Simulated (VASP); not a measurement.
Input of a VASP 6.6.1 run:

The input POSCAR:

```
Ir
1.0
    0.0000000000      1.8981316749      1.8981316749
    1.8981316749      0.0000000000      1.8981316749
    1.8981316749      1.8981316749      0.0000000000
Ir
1
Direct
    0.0000000000      0.0000000000      0.0000000000
```

INCAR.step1

```
ALGO = Normal
EDIFF = 1E-4
ENCUT = 520
GGA = PE
ISMEAR = 1
LASPH = T
LCHARG = F
LDAU = T
LDAUJ = 0
LDAUL = 2
LDAUTYPE = 2
LDAUU = 6.2
LMAXMIX = 4
LREAL = F
LWAVE = T
NBANDS = 10
NELM = 150
PREC = Accurate
SIGMA = 0.01
```

File INCAR.step2:

```
ALGO = Normal
EDIFF = 1E-7
ENCUT = 520
ISIF = 2
ISMEAR = 1
ISTART = 1
LASPH = T
LCHARG = T
LDAU = T
LDAUJ = 0
LDAUL = 2
LDAUPRINT = 1
LDAUTYPE = 2
LDAUU = 6.2
LELF = T
LMAXMIX = 4
LMIXTAU = T
LREAL = F
LVHAR = T
LWAVE = F
METAGGA = R2SCAN
NBANDS = 10
NELM = 150
PREC = Accurate
SIGMA = 0.01
```

The input KPOINTS:

```
k-points
0
Gamma
  12 12 12
```

Potentials or basis: VASP PAW PBE potentials, release 64 (Ir).

Command:

```sh
$ cat potpaw_PBE.64/Ir/POTCAR > POTCAR
$ cp INCAR.step1 INCAR
$ mpirun -np 1 vasp_std > vasp.out
$ cp INCAR.step2 INCAR
$ mpirun -np 1 vasp_std > vasp.out
```

Task: What does it give for the pressure?

Result: -9.6 GPa.

Eigenvalues of the final occupation matrices:
```csv
site,spin,trace,eigenvalues
site 1 d,1,3.88,0.66 0.66 0.66 0.95 0.95
site 1 d,2,3.88,0.66 0.66 0.66 0.95 0.95
```

Caveat: the PAW data sets were made with another functional, which shifts forces and pressure a little; spin-orbit coupling is left out, which moves the levels of the heavy elements; U without spin polarisation on a metal has little footing; the U is typed as a test and isn't derived for this compound.
